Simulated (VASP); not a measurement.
Crystal: Mn2C.

```
Mn C
1.0
     0.00000    2.69096    2.69096
     2.69096    0.00000    2.69096
     2.69096    2.69096    0.00000
Mn C
2 1
Direct
  0.25000 0.25000 0.25000
  0.75000 0.75000 0.75000
  0.00000 0.00000 0.00000
```

The cell was generated, and may not be a known phase.

```yaml
Program: VASP 6.6.1
Task: relaxation of cell and atoms
Functional: PBE
Potentials_or_basis: VASP PAW PBE potentials, release 64 (Mn_pv, C)
Cutoff: 600 eV
k_mesh: 6 × 6 × 6
Occupations: gaussian, width 0.1 eV
Spin: collinear spin, ferromagnetic start
Starting_moments: "[4.0, 4.0, 0.0] μB"
```

At the start: pressure -34.2 GPa; volume 12.99 Å³/atom.

Question: How do energy, volume and symmetry change on relaxing?

Answer: Over 6 steps the energy falls by 453.0 meV/atom and the volume is 9.84 Å³/atom (-24.2 %); space group Fm-3m (No. 225, to 0.1 Å) before and after; moment 4.34 μB per cell.

Step by step:
| step | energy change (eV) | largest force (eV/Å) | pressure (GPa) | volume (Å³) |
| --- | --- | --- | --- | --- |
| 1 | 0.0000 | 0.0000 | -34.15 | 38.97 |
| 2 | -0.7428 | 0.0000 | 31.71 | 25.35 |
| 3 | -1.3577 | 0.0000 | -1.83 | 29.74 |
| 4 | -1.3587 | 0.0000 | 0.71 | 29.45 |
| 5 | -1.3586 | 0.0000 | -0.82 | 29.62 |
| 6 | -1.3589 | 0.0000 | 0.01 | 29.53 |

Final structure:
```
Mn C
1.0
     0.00000    2.45321    2.45321
     2.45321    0.00000    2.45321
     2.45321    2.45321    0.00000
Mn C
2 1
Cartesian
  1.2266 1.2266 1.2266
  3.6798 3.6798 3.6798
  0.0000 0.0000 0.0000
```

Caveat: the volume moved by over 15 % at a fixed basis, so the end points are rough.
